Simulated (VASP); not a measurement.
# Ba (P6_3/mmc) in VASP: further runs

The runs below take Ba through single point, with PBE.

Everything below comes from runs of VASP 6.6.1. Logs are shortened: lines on timing, memory, paths and dates and some standing lists are left out, and cuts for length are marked.

### 1 The cell of the first run

It takes space group P6_3/mmc (No. 194, hexagonal). The conventional cell has a = 3.308 Å, b = 3.308 Å, c = 10.802 Å, α = 90.00°, β = 90.00°, γ = 120.00°. Ba (site symmetry -3m) has 12 Ba at 3.31 Å within 4.4 Å. Ba (site symmetry -6m2) has 12 Ba at 3.31 Å within 4.4 Å.

### 2 Single point, PBE (volume scaled by 0.4)

Contents of INCAR:

```
SYSTEM = Ba
PREC = Accurate
ENCUT = 520
EDIFF = 1E-6
ISMEAR = -1
SIGMA = 0.08
LREAL = .False.
LASPH = .True.
NELM = 80
ALGO = Normal
ISIF = 2
LWAVE = .False.
LCHARG = .True.
GGA = PE
LELF = .True.
LVHAR = .True.
NBANDS = 28
```

Contents of KPOINTS:

```
Automatic mesh
0
Gamma
  8 8 2
  0 0 0
```

Contents of POSCAR:

```
Ba
1.0
    3.3084586035      0.0000000000      0.0000000000
   -1.6542293018      2.8652091980      0.0000000000
    0.0000000000      0.0000000000     10.8018260822
Ba
4
Direct
    0.0000000000      0.0000000000      0.0000000000
    0.0000000000      0.0000000000      0.5000000000
    0.3333333333      0.6666666667      0.2500000000
    0.6666666667      0.3333333333      0.7500000000
```

Potentials or basis: VASP PAW PBE potentials, release 64 (Ba_sv).

Run with:

```bash
$ cat potpaw_PBE.64/Ba_sv/POTCAR > POTCAR
$ mpirun -np 1 vasp_std > vasp.out
```

OUTCAR:

```text
SYSTEM = Ba
   PREC = Accurate
   ENCUT = 520
   EDIFF = 1E-6
   ISMEAR = -1
   LREAL = .False.
   LASPH = .True.
   NELM = 80
   ISIF = 2
   GGA = PE

 ion  position               nearest neighbor table
   1  0.000  0.000  0.000-   3 3.31   4 3.31   4 3.31   3 3.31   4 3.31   3 3.31   3 4.68   4 4.68
                             3 4.68   4 4.68   3 4.68   4 4.68
   2  0.000  0.000  0.500-   3 3.31   4 3.31   4 3.31   3 3.31   4 3.31   3 3.31   3 4.68   4 4.68
                             3 4.68   4 4.68   3 4.68   4 4.68
   3  0.333  0.667  0.250-   1 3.31   2 3.31   1 3.31   2 3.31   1 3.31   2 3.31   1 4.68   2 4.68
                             1 4.68   2 4.68   1 4.68   2 4.68
   4  0.667  0.333  0.750-   1 3.31   2 3.31   1 3.31   2 3.31   1 3.31   2 3.31   1 4.68   2 4.68
                             1 4.68   2 4.68   1 4.68   2 4.68

  LATTYP: Found a hexagonal cell.
 ALAT       =     3.3084586035
 C/A-ratio  =     3.2649119656

  Lattice vectors:

 A1 = (   3.3084586035,   0.0000000000,   0.0000000000)
 A2 = (  -1.6542293018,   2.8652091980,   0.0000000000)
 A3 = (   0.0000000000,   0.0000000000,  10.8018260822)

Analysis of symmetry for initial positions (statically):
=====================================================================
 Subroutine PRICEL returns:
 Original cell was already a primitive cell.

 Routine SETGRP: Setting up the symmetry group for a
 hexagonal supercell.

 Subroutine GETGRP returns: Found 24 space group operations
 (whereof 12 operations were pure point group operations)
 out of a pool of 24 trial point group operations.

The static configuration has the point symmetry D_3d.
 The point group associated with its full space group is D_6h.

Analysis of symmetry for dynamics (positions and initial velocities):
=====================================================================
 Subroutine PRICEL returns:
 Original cell was already a primitive cell.

 Routine SETGRP: Setting up the symmetry group for a
 hexagonal supercell.

 Subroutine GETGRP returns: Found 24 space group operations
 (whereof 12 operations were pure point group operations)
 out of a pool of 24 trial point group operations.

The dynamic configuration has the point symmetry D_3d.
 The point group associated with its full space group is D_6h.

 Subroutine INISYM returns: Found 24 space group operations
 (whereof 12 operations are pure point group operations),
 and found     1 'primitive' translations

----------------------------------------------------------------------------------------

                                     Primitive cell

  volume of cell :     102.3951

  direct lattice vectors                    reciprocal lattice vectors
     3.308458604  0.000000000  0.000000000     0.302255558  0.174507328  0.000000000
    -1.654229302  2.865209198  0.000000000     0.000000000  0.349014655  0.000000000
     0.000000000  0.000000000 10.801826082     0.000000000  0.000000000  0.092576940

  length of vectors
     3.308458604  3.308458604 10.801826082     0.349014655  0.349014655  0.092576940

  position of ions in fractional coordinates (direct lattice)
     0.000000000  0.000000000  0.000000000
     0.000000000  0.000000000  0.500000000
     0.333333333  0.666666667  0.250000000
     0.666666667  0.333333333  0.750000000

  ion indices of the primitive-cell ions
   primitive index   ion index
                 1           1
                 2           2
                 3           3
                 4           4

----------------------------------------------------------------------------------------

 KPOINTS: Automatic mesh

Automatic generation of k-mesh.
 Grid dimensions read from file:
 generate k-points for:    8    8    2

 Generating k-lattice:

  Cartesian coordinates                     Fractional coordinates (reciprocal lattice)
     0.037781945  0.021813416  0.000000000     0.125000000  0.000000000  0.000000000
     0.000000000  0.043626832  0.000000000     0.000000000  0.125000000  0.000000000
     0.000000000  0.000000000  0.046288470     0.000000000  0.000000000  0.500000000

  Length of vectors
     0.043626832  0.043626832  0.046288470

  Shift w.r.t. Gamma in fractional coordinates (k-lattice)
     0.000000000  0.000000000  0.000000000

 Subroutine IBZKPT returns following result:
 ===========================================

 Found     20 irreducible k-points:

 Following reciprocal coordinates:
            Coordinates               Weight
  0.000000  0.000000  0.000000      1.000000
  0.125000  0.000000  0.000000      6.000000
  0.250000  0.000000  0.000000      6.000000
  0.375000 -0.000000  0.000000      6.000000
  0.500000  0.000000  0.000000      3.000000
  0.125000  0.125000  0.000000      6.000000
[... 12 lines left out ...]
  0.250000  0.250000  0.500000      6.000000
  0.375000  0.250000  0.500000      6.000000
   k-points           NKPTS =     20   k-points in BZ     NKDIM =     20   number of bands    NBANDS=     28
   number of dos      NEDOS =    301   number of ions     NIONS =      4
   total plane-waves  NPLWV =  62720
   dimension x,y,z NGX =    28 NGY =   28 NGZ =   80
   dimension x,y,z NGXF=    56 NGYF=   56 NGZF=  160
   ions per type =               4
   NGX,Y,Z   is equivalent  to a cutoff of  14.07, 14.07, 12.31 a.u.
   NGXF,Y,Z  is equivalent  to a cutoff of  28.14, 28.14, 24.62 a.u.
 SYSTEM =  Ba
   PREC   = accura    normal or accurate (medium, high low for compatibility)
   ISTART =      0    job   : 0-new  1-cont  2-samecut
   ICHARG =      2    charge: 1-file 2-atom 10-const
   ISPIN  =      1    spin polarized calculation?
   LNONCOLLINEAR =      F non collinear calculations
   LSORBIT =      F    spin-orbit coupling
   LASPH  =      T    aspherical Exc in radial PAW
   ENCUT  =  520.0 eV  38.22 Ry    6.18 a.u.   6.15  6.15 20.08*2*pi/ulx,y,z
   NELM   =     80;   NELMIN=  2; NELMDL= -5     # of ELM steps
   EDIFF  = 0.1E-05   stopping-criterion for ELM
   LREAL  =      F    real-space projection
   EDIFFG = 0.1E-04   stopping-criterion for IOM
   NSW    =      0    number of steps for IOM
   IBRION =     -1    ionic relax: 0-MD 1-quasi-New 2-CG
   NFREE  =      0    steps in history (QN), initial steepest desc. (CG)
   ISIF   =      2    stress and relaxation
   ISYM   =      2    0-nonsym 1-usesym 2-fastsym
   POTIM  = 0.5000    time-step for ionic-motion
   TEBEG  =    0.0;   TEEND  =   0.0 temperature during run
   PSTRESS=    0.0 pullay stress
   NELECT =      40.0000    total number of electrons
   NUPDOWN=      -1.0000    fix difference up-down
   EMIN   =  10.00;   EMAX   =-10.00  energy-range for DOS
   EFERMI =   0.00;   METHOD = LEGACY
   ISMEAR =    -1;   SIGMA  =   0.08  broadening in eV -4-tet -1-fermi 0-gaus
   EFERMI_NEDOS =   21; number of points for ismear=-14 and -15
   IALGO  =     38    algorithm
   IMIX   =      4    mixing-type and parameters
     AMIX     =   0.40;   BMIX     =  1.00
     AMIX_MAG =   1.60;   BMIX_MAG =  1.00
  volume/ion in A,a.u.               =      25.60       172.75
  Fermi-wavevector in a.u.,A,eV,Ry     =   1.196745  2.261521 19.486257  1.432199
  Thomas-Fermi vector in A             =   2.332678
   LORBIT       =      0    0 simple, 1 ext, 2 COOP (PROOUT), +10 PAW based schemes
   GGA     = PE    functional components
   LHFCALC =     F    Hartree Fock is set to
   AEXX    =    0.0000 exact exchange contribution
   IVDW    =     0    specifies the selected vdW correction
   LEPSILON=     F    determine dielectric tensor
   LRPA    =     F    only Hartree local field effects (RPA)
 non-spin polarized calculation
  energy-cutoff  :      520.00
  volume of cell :      102.40
 maximum number of plane-waves:      2774
 NGX is ok and might be reduce to    28
   NGX = 13   NGY = 13   NGZ = 41

 number of electron      39.9999999 magnetization

 Free energy of the ion-electron system (eV)
  ---------------------------------------------------
  ext. energy  EPLUGINS =         0.00000000
  ---------------------------------------------------
  free energy    TOTEN  =        -0.73372294 eV

  energy without entropy =       -0.62976228  energy(sigma->0) =       -0.68174261

 E-fermi :   6.4079     XC(G=0): -10.9614

 val. band max:        6.3798867025   @ k =   0.2500   0.2500   0.5000
 cond. band min:       6.4403969049   @ k =   0.1250   0.0000   0.0000
 fundamental gap:      0.0605102024
 Fermi energy:         6.4078696965

 k-point     1 :       0.0000    0.0000    0.0000
  band No.  band energies     occupation
      1     -22.9269      2.00000
      2     -22.4172      2.00000
      3     -22.3950      2.00000
      4     -21.7873      2.00000
      5     -10.0003      2.00000
      6      -7.8831      2.00000
[... 20 lines left out ...]
     27       9.1073      0.00000
     28       9.4293      0.00000

 k-point     2 :       0.1250    0.0000    0.0000
  band No.  band energies     occupation
      1     -22.7980      2.00000
      2     -22.3114      2.00000
      3     -22.2891      2.00000
      4     -21.7149      2.00000
      5      -9.8148      2.00000
      6      -7.9276      2.00000
[... 20 lines left out ...]
     27       8.9836      0.00000
     28       9.4397      0.00000

 k-point     3 :       0.2500    0.0000    0.0000
  band No.  band energies     occupation
      1     -22.4530      2.00000
      2     -22.0406      2.00000
      3     -22.0180      2.00000
      4     -21.5472      2.00000
      5      -9.3017      2.00000
      6      -8.4855      2.00000
[... 20 lines left out ...]
     27       9.3045      0.00000
     28      10.3055      0.00000

 k-point     4 :       0.3750   -0.0000    0.0000
  band No.  band energies     occupation
      1     -22.0276      2.00000
      2     -21.7437      2.00000
      3     -21.7219      2.00000
      4     -21.4161      2.00000
      5      -9.5014      2.00000
      6      -9.4070      2.00000
[... 20 lines left out ...]
     27      10.5788      0.00000
     28      11.0909      0.00000

 k-point     5 :       0.5000    0.0000    0.0000
  band No.  band energies     occupation
      1     -21.7921      2.00000
      2     -21.6116      2.00000
      3     -21.5937      2.00000
      4     -21.4028      2.00000
      5      -9.9387      2.00000
      6      -9.7996      2.00000
[... 20 lines left out ...]
     27      10.9260      0.00000
     28      11.0832      0.00000

 k-point     6 :       0.1250    0.1250    0.0000
  band No.  band energies     occupation
      1     -22.5603      2.00000
      2     -22.1225      2.00000
      3     -22.0999      2.00000
      4     -21.5944      2.00000
      5      -9.4599      2.00000
      6      -8.2001      2.00000
[... 339 lines left out ...]
      5      -9.0575      2.00000
      6      -9.0575      2.00000
[... 20 lines left out ...]
     27      10.0590      0.00000
     28      10.0606      0.00000

 k-point    18 :       0.3750    0.1250    0.5000
  band No.  band energies     occupation
      1     -21.7469      2.00000
      2     -21.7469      2.00000
      3     -21.4567      2.00000
      4     -21.4567      2.00000
      5      -9.5261      2.00000
      6      -9.5261      2.00000
[... 20 lines left out ...]
     27      11.3418      0.00000
     28      11.3464      0.00000

 k-point    19 :       0.2500    0.2500    0.5000
  band No.  band energies     occupation
      1     -21.7557      2.00000
      2     -21.7557      2.00000
      3     -21.4514      2.00000
      4     -21.4514      2.00000
      5      -9.0901      2.00000
      6      -9.0901      2.00000
[... 20 lines left out ...]
     27      10.0023      0.00000
     28      10.0093      0.00000

 k-point    20 :       0.3750    0.2500    0.5000
  band No.  band energies     occupation
      1     -21.5733      2.00000
      2     -21.5733      2.00000
      3     -21.4508      2.00000
      4     -21.4508      2.00000
      5      -9.2599      2.00000
      6      -9.2599      2.00000
[... 20 lines left out ...]
     27      10.0472      0.00000
     28      10.0472      0.00000

------------------------ aborting loop because EDIFF is reached ----------------------------------------

  FORCE on cell =-STRESS in cart. coord.  units (eV):
  Direction    XX          YY          ZZ          XY          YZ          ZX
  --------------------------------------------------------------------------------------
  -------------------------------------------------------------------------------------
  Total       18.6285386     18.6285386     18.3183738     -0.0000000     -0.0000000      0.0000000
  in kB      291.4809292    291.4809292    286.6277784     -0.0000000     -0.0000000      0.0000000
  external PRESSURE =     289.8632123 kB  Pullay stress =       0.0000000 kB

 VOLUME and BASIS-vectors are now :
 -----------------------------------------------------------------------------
  energy-cutoff  :      520.00
  volume of cell :      102.40
      direct lattice vectors                 reciprocal lattice vectors
     3.308458604  0.000000000  0.000000000     0.302255558  0.174507328  0.000000000
    -1.654229302  2.865209198  0.000000000     0.000000000  0.349014655  0.000000000
     0.000000000  0.000000000 10.801826082     0.000000000  0.000000000  0.092576940

 POSITION                                       TOTAL-FORCE (eV/Angst)
 -----------------------------------------------------------------------------------
      0.00000      0.00000      0.00000         0.000000      0.000000     -0.000000
      0.00000      0.00000      5.40091         0.000000      0.000000     -0.000000
     -0.00000      1.91014      2.70046        -0.000000      0.000000      0.000000
      1.65423      0.95507      8.10137         0.000000     -0.000000     -0.000000
 -----------------------------------------------------------------------------------
    total drift:                                0.000000     -0.000000      0.000000

  FREE ENERGIE OF THE ION-ELECTRON SYSTEM (eV)
  ---------------------------------------------------
  free  energy   TOTEN  =        -0.7337229412 eV

  energy  without entropy=       -0.6297622769  energy(sigma->0) =       -0.68174261
```

Wall time 1.8 min (1 thread of AMD EPYC 7R13, shared host); peak memory 0.21 GiB.

What came out:

- Free energy: -0.7337 eV
- Pressure: 29.0 GPa
- Band gap on the k mesh: zero (band 20 reaches 7.01 eV, above the bottom of band 21 at 5.47 eV)

Stress tensor (GPa, compression positive):
```
29.15  0.00  0.00
 0.00 29.15  0.00
 0.00  0.00 28.66
```

Levels at points of the mesh, in eV from the Fermi level:
```tsv
k point	band 16	band 17	band 18	band 19	band 20	band 21	band 22	band 23	band 24	band 25
(0.00, 0.00, 0.00)	-11.56	-1.57	-1.21	-0.61	-0.56	1.85	1.85	2.04	2.04	2.20
(0.50, 0.00, 0.00)	-12.18	-2.76	-2.63	-1.85	-1.31	-0.86	0.25	0.49	1.80	1.88
(0.00, 0.00, 0.50)	-11.67	-1.30	-1.30	-0.48	-0.48	1.88	1.88	2.08	2.08	2.08
(0.50, 0.00, 0.50)	-12.38	-2.35	-2.35	-1.65	-1.65	-0.93	-0.93	1.33	1.33	2.57
```

Caveat: spin-orbit coupling is left out, which moves the levels of the heavy elements.

### 3 Single point, PBE (volume scaled by 0.4)

Contents of INCAR:

```
ALGO = Normal ; EDIFF = 1E-6
ENCUT = 520 ; GGA = PE
ISIF = 2 ; ISMEAR = -1
LASPH = T ; LCHARG = F
LREAL = F ; LWAVE = F
NBANDS = 28 ; NELM = 60
PREC = Accurate ; SIGMA = 0.08
```

Contents of KPOINTS:

```
k-points
0
Gamma
  8 8 2
```

POSCAR is that of step 2.

Potentials or basis: VASP PAW PBE potentials, release 64 (Ba_sv).

Run with:

```bash
$ cat potpaw_PBE.64/Ba_sv/POTCAR > POTCAR
$ mpirun -np 1 vasp_std > vasp.out
```

It took 92 s on 1 thread of AMD EPYC 7R13, shared host; peak memory 0.21 GiB.

It converged, with:

| Item | Value |
| --- | --- |
| Free energy | -0.7337 eV |
| Pressure | 29.0 GPa |
| Band gap on the k mesh | zero (band 20 reaches 7.01 eV, above the bottom of band 21 at 5.47 eV) |

Stress tensor (GPa, compression positive):
```
29.15  0.00  0.00
 0.00 29.15  0.00
 0.00  0.00 28.66
```

Levels at points of the mesh, in eV from the Fermi level:
```tsv
k point	band 18	band 19	band 20	band 21	band 22	band 23
(0.00, 0.00, 0.00)	-1.21	-0.61	-0.56	1.85	1.85	2.04
(0.50, 0.00, 0.00)	-2.63	-1.85	-1.31	-0.86	0.25	0.49
(0.00, 0.00, 0.50)	-1.30	-0.48	-0.48	1.88	1.88	2.08
(0.50, 0.00, 0.50)	-2.35	-1.65	-1.65	-0.93	-0.93	1.33
```

Caveat: spin-orbit coupling is left out, which moves the levels of the heavy elements.

### 4 Single point, PBE (volume scaled by 0.55)

Contents of INCAR:

```
ALGO = Normal
EDIFF = 1E-7
ENCUT = 520
GGA = PE
ISIF = 2
ISMEAR = -1
LASPH = T
LCHARG = F
LREAL = F
LWAVE = F
NBANDS = 28
NELM = 80
PREC = Accurate
SIGMA = 0.08
```

KPOINTS is that of step 3.

Contents of POSCAR:

```
Ba
1.0
    3.6789730324      0.0000000000      0.0000000000
   -1.8394865162      3.1860841059      0.0000000000
    0.0000000000      0.0000000000     12.0115230742
Ba
4
Direct
    0.0000000000      0.0000000000      0.0000000000
    0.0000000000      0.0000000000      0.5000000000
    0.3333333333      0.6666666667      0.2500000000
    0.6666666667      0.3333333333      0.7500000000
```

Run with:

```bash
$ cat potpaw_PBE.64/Ba_sv/POTCAR > POTCAR
$ mpirun -np 1 vasp_std > vasp.out
```

Run time: 2.1 min. Hardware: 1 thread of AMD EPYC 7R13, shared host; peak memory 0.24 GiB.

It converged, with:

```
Free energy            : -5.0003 eV
Pressure               : 10.5 GPa
Band gap on the k mesh : zero (band 20 reaches 4.65 eV, above the bottom of band 21 at 3.53 eV)
```

Stress tensor (GPa, compression positive):
```
10.68  0.00  0.00
 0.00 10.68  0.00
 0.00  0.00 10.12
```

Levels at points of the mesh, in eV from the Fermi level:
```
           k point  band 16  band 17  band 18  band 19  band 20  band 21  band 22  band 23  band 24  band 25
(0.00, 0.00, 0.00)   -12.47    -2.45    -1.31    -1.08    -1.07     1.72     1.77     1.96     1.96     2.09
(0.50, 0.00, 0.00)   -12.77    -1.77    -1.59    -1.23    -0.66    -0.21     0.34     0.43     1.33     1.92
(0.00, 0.00, 0.50)   -12.52    -1.89    -1.89    -1.16    -1.16     1.79     1.79     2.12     2.12     2.12
(0.50, 0.00, 0.50)   -12.85    -1.43    -1.43    -0.94    -0.94    -0.70    -0.70     1.38     1.38     2.43
```

Caveat: spin-orbit coupling is left out, which moves the levels of the heavy elements.
